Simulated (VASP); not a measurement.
## Li: single point with r2SCAN

Li:

```xyz
1
Lattice="-1.7379 1.7379 1.7379 1.7379 -1.7379 1.7379 1.7379 1.7379 -1.7379" Properties=species:S:1:pos:R:3 pbc="T T T"
Li    0.0000    0.0000    0.0000
```

| Property | Result |
| --- | --- |
| Program | VASP 6.6.1 |
| Task | single point |
| Functional | r2SCAN |
| Potentials or basis | VASP PAW PBE potentials, release 64 (Li_sv) |
| Cutoff | 520 eV |
| k mesh | 21 × 21 × 21 |
| Occupations | fermi-dirac, width 0.1 eV |
| Spin | no spin polarisation |
| Dipole correction | no |
| Further INCAR settings | ALGO = Normal; EDIFF = 1e-07; NBANDS = 8 |

```json
{
  "Band gap on the k mesh": "zero (an odd number of electrons rules out a gap without spin polarisation)"
}
```

Levels at points of the mesh, in eV from the Fermi level:
```csv
k point,band 1,band 2,band 3,band 4,band 5,band 6
"(0.00, 0.00, 0.00)",-48.17,-3.82,15.92,15.92,15.92,20.08
```

Wall time 2.5 min on 1 thread of Intel(R) Xeon(R) Platinum 8375C CPU @ 2.90GHz (Ice Lake), with other jobs on the host, peak memory 0.16 GiB.
